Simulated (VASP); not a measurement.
## CdSe: single point with PBE

The system is CdSe.

```
CELL_PARAMETERS angstrom
0.00000 3.07027 3.07027
3.07027 0.00000 3.07027
3.07027 3.07027 0.00000
ATOMIC_POSITIONS crystal
Cd 0.00000 0.00000 0.00000
Se 0.77116 0.74295 0.74295
```

This cell differs from its parent crystal: all Se atoms moved -0.075 Å, as atom 2 towards its neighbour atom 1 (Cd) at 2.659 Å.

```json
{
  "Program": "VASP 6.6.1",
  "Task": "single point",
  "Functional": "PBE",
  "Potentials or basis": "VASP PAW PBE potentials, release 64 (Cd, Se)",
  "Cutoff": "520 eV",
  "k mesh": "10 × 10 × 10",
  "Occupations": "gaussian, width 0.05 eV",
  "Spin": "no spin polarisation"
}
```

```
Pressure               : 1.7 GPa
Largest force          : 0.297 eV/Å
Band gap on the k mesh : 0.52 eV, direct
```

Forces in eV/Å, atoms in the order of the input:
```
Cd  -0.171  0.171  0.171
Se   0.171 -0.171 -0.171
```

Stress tensor (GPa, compression positive):
```
 1.67  0.65  0.65
 0.65  1.67 -0.65
 0.65 -0.65  1.67
```

Levels at points of the mesh, in eV from the valence-band top:
```
           k point  band 6  band 7  band 8  band 9  band 10  band 11  band 12  band 13
(0.00, 0.00, 0.00)   -7.54   -0.06   -0.06    0.00     0.52     5.87     5.92     5.92
(0.50, 0.00, 0.00)   -7.25   -4.11   -0.72   -0.72     2.20     6.33     6.33     7.24
(0.00, 0.50, 0.00)   -7.27   -4.31   -0.85   -0.67     2.36     6.25     6.60     7.32
(0.50, 0.50, 0.00)   -7.21   -3.99   -1.81   -1.77     3.14     3.70     8.94     9.95
```

Wall time 3.9 min on 1 thread of AMD EPYC 7R13, on a shared host, peak memory 0.23 GiB.

Caveat: the cell differs from its parent crystal (all Se atoms moved -0.075 Å, as atom 2 towards its neighbour atom 1 (Cd) at 2.659 Å).
